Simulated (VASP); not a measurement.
Write the native input for VASP 6.6.1 that does the following.

```yaml
Task: single point
Functional: BLYP
Potentials_or_basis: VASP PAW PBE potentials, release 64 (Ni)
Cutoff: 600 eV
k_mesh: 15 × 15 × 15
Occupations: fermi-dirac, width 0.1 eV
Spin: no spin polarisation
Dipole_correction: no
Further_INCAR_settings: ALGO = Normal; EDIFF = 1e-06; NBANDS = 11
```

The structure of Ni lies in POSCAR:

```
Ni
1.0
    2.3980837605      0.0000000000      0.0000000000
    0.0000000000      2.3980837605      0.0000000000
    0.0000000000      0.0000000000      2.3980837605
Ni
1
Direct
    0.0000000000      0.0000000000      0.0000000000
```

This isn't the form of Ni at room conditions, which is fcc.

These files were run (other wordings do the same):

INCAR

```
PREC = Accurate
ENCUT = 600
EDIFF = 1E-6
ISMEAR = -1
SIGMA = 0.1
LREAL = F
LASPH = T
NELM = 120
ALGO = Normal
ISIF = 2
LWAVE = F
LCHARG = T
GGA = B5
ALDAX = 1.0
AGGAX = 1.0
AGGAC = 1.0
ALDAC = 0.0
LELF = T
LVHAR = T
NBANDS = 11
GGA_COMPAT = F
```

KPOINTS

```
Automatic mesh
0
Gamma
  15 15 15
```

Potentials or basis: VASP PAW PBE potentials, release 64 (Ni).

Command:

```bash
$ cat potpaw_PBE.64/Ni/POTCAR > POTCAR
$ mpirun -np 1 vasp_std > vasp.out
```

Results of the run:

```
Pressure               : -4.4 GPa
Band gap on the k mesh : zero (bands 5 and 6 overlap by 1.05 eV)
```

Caveat: the cell stands under tension; the PAW data sets were made with another functional, which shifts forces and pressure a little; the run has no spin polarisation, though such a crystal can be magnetic.

It took 12 s on 1 thread of Intel(R) Xeon(R) Platinum 8375C CPU @ 2.90GHz (Ice Lake) (shared host), peak memory 0.13 GiB.
